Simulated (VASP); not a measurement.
Runs of VASP 6.6.1 on Al. The structure is that of space group I4/mmm (No. 139), or close to it. The cells are those of the table. 

| cell | gap on the mesh (eV) | pressure (GPa) |
| --- | --- | --- |
| a = 2.777 Å, angles 114.7, 114.7, 99.4°, 1 atom | none | (b) |
| a = 2.760 Å, angles 107.3, 107.3, 113.9°, 1 atom | none | 0.5 |
| a = 2.824 Å, angles 101.5, 101.5, 126.9°, 1 atom | none | 4.1 |
| a = 2.859 Å, angles 100.0, 100.0, 130.6°, 1 atom | none | (c) |
| a = 2.801 Å, angles 117.3, 117.3, 94.8°, 1 atom | none | -1.0 |
| a = 2.762 Å, angles 112.1, 112.1, 104.2°, 1 atom | none | (a) |
| a = 2.772 Å, angles 105.4, 105.4, 118.0°, 1 atom | none | 0.6 |
| a = 2.792 Å, angles 103.5, 103.5, 122.2°, 1 atom | none | 1.5 |

Alike in all rows: task single point; level LDA; potentials or basis VASP PAW LDA potentials, release 64 (Al); no spin polarisation; k mesh 24 × 24 × 24; cutoff (eV) 520; smearing gaussian 0.15 eV.

Question: Estimate the missing entries.

Answer: (a) 0.3; (b) -0.2; (c) 8.8.

Caveats: the cell stands under pressure (at least some runs).

A gap of «none» marks levels without a gap at the run's occupations.
